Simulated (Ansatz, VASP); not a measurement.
**SiO2 in VASP and in Ansatz**

```
CELL_PARAMETERS angstrom
-2.37405 2.37405 3.74400
2.37405 -2.37405 3.74400
2.37405 2.37405 -3.74400
ATOMIC_POSITIONS crystal
Si 0.00000 0.00000 0.00000
Si 0.75000 0.25000 0.50000
O 0.99838 0.62500 0.87338
O 0.37500 0.24838 0.37338
O 0.75162 0.12500 0.12662
O 0.87500 0.00162 0.62662
```

Alike in both runs: task single point; functional PBEsol; k mesh 7 × 7 × 7; occupations fermi-dirac, width 0.03 eV; no spin polarisation.

```csv
,VASP,Ansatz
version,VASP 6.6.1,Ansatz 0.2.0
potentials or method,"VASP PAW PBE potentials, release 64 (Si, O), cutoff 520 eV","all-electron LAPW, scalar-relativistic"
```

Ansatz gave:

* gap on the k mesh at the Fermi level (eV): 5.98
* pressure (GPa): 1.0
* traceless stress, the component that is largest in VASP (GPa): -1.37
* rms of the force components (eV/Å): 0.005

Which values does VASP return?

gap on the k mesh at the Fermi level (eV): 5.97; pressure (GPa): 1.6; traceless stress, the component that is largest in VASP (GPa): -1.29; rms of the force components (eV/Å): 0.013.

VASP's potentials were made for PBE, not for PBEsol. Atom by atom the forces differ by 0.018 eV/Å (rms over components). Ansatz ran all-electron here, and VASP with PAW potentials.
